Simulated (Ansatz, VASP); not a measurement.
# BaTiO3: VASP beside Ansatz

```
CELL_PARAMETERS angstrom
3.70212 0.00000 0.00000
0.00000 2.61783 2.61783
0.00000 -2.61783 2.61783
ATOMIC_POSITIONS crystal
Ba 0.00000 0.99938 0.99938
Ti 0.50000 0.49939 0.49939
O 0.00000 0.49937 0.49937
O 0.50000 0.49937 0.99937
O 0.50000 0.99937 0.49937
```

Alike in both runs: task single point; functional PBEsol; k mesh 8 × 8 × 8; occupations gaussian, width 0.05 eV; no spin polarisation.

|  | VASP | Ansatz |
| --- | --- | --- |
| version | VASP 6.6.1 | Ansatz 0.2.0 |
| potentials or method | VASP PAW PBE potentials, release 64 (Ba_sv, Ti_sv, O), cutoff 520 eV | scalar-relativistic, plane waves, PAW |
| valence electrons in the cell | 40 | 40 |

```tsv
	VASP	Ansatz	Ansatz less VASP
gap on the k mesh at the Fermi level (eV)	1.89	1.93	+0.038
least direct gap on the mesh (eV)	1.89	1.93	+0.038
```

VASP's potentials were made for PBE, not for PBEsol. With one functional, cell and mesh, what is left measures potentials, basis and numerics. Ansatz's warnings: near symmetry operation missed by atoms, near symmetry operations not taken, symmetry narrowed to a group.

Neither program's run includes spin-orbit coupling.
